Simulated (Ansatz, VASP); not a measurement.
## Pt in VASP and in Ansatz

```
Pt
1.0
    -1.46846    1.46846    1.76215
     1.46846   -1.46846    1.76215
     1.46846    1.46846   -1.76215
Pt
1
Direct
  0.00000 0.00000 0.00000
```

Alike in both runs: task single point; functional PBEsol; k mesh 30 × 30 × 30; occupations gaussian, width 0.15 eV; no spin polarisation.

|  | VASP | Ansatz |
| --- | --- | --- |
| version | VASP 6.6.1 | Ansatz 0.2.0 |
| potentials or method | VASP PAW PBE potentials, release 64 (Pt), cutoff 520 eV | scalar-relativistic, plane waves, PAW |
| valence electrons in the cell | 10 | 18 |

Ansatz gave:

```
gap on the k mesh at the Fermi level (eV)                     : none
pressure (GPa)                                                : -1.3
traceless stress, the component that is largest in VASP (GPa) : 4.92
```

Q: Which values does VASP return?

A: gap on the k mesh at the Fermi level (eV): none; pressure (GPa): -1.7; traceless stress, the component that is largest in VASP (GPa): 4.92.

VASP's potentials were made for PBE, not for PBEsol. A gap of «none» marks a metal or a gap that the smearing closes. VASP's potentials hold 10 valence electrons a cell and Ansatz's 18, so a difference there can come from the potentials and not from the codes.

Spin-orbit coupling is off throughout.
